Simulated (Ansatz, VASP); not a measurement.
**One calculation of FePb, two programs**

```
CELL_PARAMETERS angstrom
0.00000 3.08314 3.08314
3.08314 0.00000 3.08314
3.08314 3.08314 0.00000
ATOMIC_POSITIONS crystal
Fe 0.00000 0.00000 0.00000
Pb 0.75000 0.75000 0.75000
```

Alike in both runs: functional PBE; k mesh 6 × 6 × 6; occupations gaussian, width 0.1 eV; collinear spin.

Ansatz relaxed the structure, and its values are those at the end. VASP's run is a single point on that final structure, the one shown.

|  | VASP | Ansatz |
| --- | --- | --- |
| version | VASP 6.6.1 | Ansatz 0.2.0 |
| potentials or method | VASP PAW PBE potentials, release 64 (Fe, Pb_d), cutoff 520 eV | scalar-relativistic, plane waves, PAW |
| valence electrons in the cell | 22 | 30 |

Ansatz gave:

| Property | Result |
| --- | --- |
| gap on the k mesh at the Fermi level (eV) | none |
| pressure (GPa) | 0.1 |
| net moment per atom (μB) | 1.41 |
| size of the moment on the site where the two differ most (μB) | 0.07 |

What did VASP give for the same quantities?

gap on the k mesh at the Fermi level (eV): none; pressure (GPa): 0.0; net moment per atom (μB): 1.41; size of the moment on the site where the two differ most (μB): 0.13.

Site moments also hang on the region over which each program counts them. A gap of «none» marks a metal or a gap that the smearing closes. VASP's potentials hold 22 valence electrons a cell and Ansatz's 30, so a difference there can come from the potentials and not from the codes.

Neither program's run includes spin-orbit coupling.
